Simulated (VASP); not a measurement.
Crystal: NaC4.

```xyz
5
Lattice="2.4560 0.0000 0.0000 0.0000 3.3327 0.0000 0.0000 0.0000 4.2539" Properties=species:S:1:pos:R:3 pbc="T T T"
Na    0.0000    1.6663    0.0000
C     0.0000    0.0000    1.4180
C     1.2280    0.0000    3.5450
C     1.2280    0.0000    0.7090
C     0.0000    0.0000    2.8360
```

```yaml
Program: VASP 6.6.1
Task: relaxation of cell and atoms
Functional: PBE
Potentials_or_basis: VASP PAW PBE potentials, release 64 (Na_pv, C)
Cutoff: 600 eV
k_mesh: 8 × 6 × 4
Occupations: gaussian, width 0.1 eV
Spin: no spin polarisation
```

At the start: pressure 59.8 GPa; volume 6.96 Å³/atom.

Task: How do energy, volume and symmetry change on relaxing?

Result: Over 17 steps the energy falls by 486.4 meV/atom and the volume is 9.79 Å³/atom (+40.6 %); space group Pmmm (No. 47, to 0.05 Å).

The path:
```tsv
step	energy change (eV)	largest force (eV/Å)	pressure (GPa)	volume (Å³)
1	0.0000	1.8520	59.84	34.82
2	-0.6544	4.8015	-21.26	49.59
3	-1.3733	2.4607	1.24	42.26
4	-2.0101	2.7307	-4.28	46.49
5	-2.0108	2.6678	-4.29	46.42
6	-2.3765	1.9052	3.29	48.03
7	-2.3939	0.9522	1.53	47.79
8	-2.4100	1.0551	0.95	48.28
9	-2.4255	0.1880	1.01	48.08
10	-2.4270	0.2729	0.29	48.34
11	-2.4272	0.1832	0.48	48.27
12	-2.4292	0.0836	0.03	48.50
13	-2.4303	0.0736	-0.61	48.82
14	-2.4318	0.0389	-0.10	48.92
15	-2.4319	0.0591	0.06	48.95
16	-2.4318	0.0915	0.05	48.97
17	-2.4320	0.0181	0.06	48.96
```

Final structure:
```cif
data_structure
_symmetry_space_group_name_H-M 'P 1'
_symmetry_Int_Tables_number 1
_cell_length_a 2.5372
_cell_length_b 4.4534
_cell_length_c 4.3331
_cell_angle_alpha 90.000
_cell_angle_beta 90.000
_cell_angle_gamma 90.000
_cell_volume 48.96
loop_
_atom_site_label
_atom_site_type_symbol
_atom_site_fract_x
_atom_site_fract_y
_atom_site_fract_z
_atom_site_occupancy
Na1 Na 0.00000 0.50000 0.00000 1
C1 C 0.00000 0.00000 0.33518 1
C2 C 0.50000 0.00000 0.83167 1
C3 C 0.50000 0.00000 0.16833 1
C4 C 0.00000 0.00000 0.66482 1
```

Caveat: the k points lie up to 0.36 Å⁻¹ apart in the final cell; the volume moved by over 15 % at a fixed basis, so the end points are rough.
